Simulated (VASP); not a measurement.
Input of a VASP 6.6.1 run:

Contents of INCAR:

```
  ALGO = Normal
  EDIFF = 1E-7
  EDIFFG = -0.01
  ENCUT = 600
  GGA = PE
  IBRION = 2
  ISIF = 3
  ISMEAR = 0
  LASPH = T
  LCHARG = F
  LREAL = F
  LWAVE = F
  NELM = 100
  NSW = 100
  PREC = Accurate
  SIGMA = 0.1
```

The input KPOINTS:

```
k-points
0
Gamma
  10 10 10
```

File POSCAR:

```
BeCdCu3
1.0
    4.1323209017      0.0000000000      0.0000000000
    0.0000000000      4.1323209017      0.0000000000
    0.0000000000      0.0000000000      4.1323209017
Be Cd Cu
1 1 3
Direct
    0.5000000000      0.5000000000      0.5000000000
    0.0000000000      0.0000000000      0.0000000000
    0.0000000000      0.5000000000      0.5000000000
    0.5000000000      0.0000000000      0.5000000000
    0.5000000000      0.5000000000      0.0000000000
```

Potentials or basis: VASP PAW PBE potentials, release 64 (Be, Cd, Cu).

Run with:

```bash
$ cat potpaw_PBE.64/Be/POTCAR potpaw_PBE.64/Cd/POTCAR potpaw_PBE.64/Cu/POTCAR > POTCAR
$ mpirun -np 1 vasp_std > vasp.out
```

(1) Predict the relaxed volume.

(2) Estimate the band gap on the k mesh.

(3) Predict the relaxed cell.

(4) Estimate the space group after relaxing (to 0.1 Å).

Answers

(1) 14.14 Å³/atom.

(2) zero (an odd number of electrons rules out a gap without spin polarisation).

(3) a = 4.135 Å, b = 4.135 Å, c = 4.135 Å, α = 90.00°, β = 90.00°, γ = 90.00°.

(4) Pm-3m (No. 221).
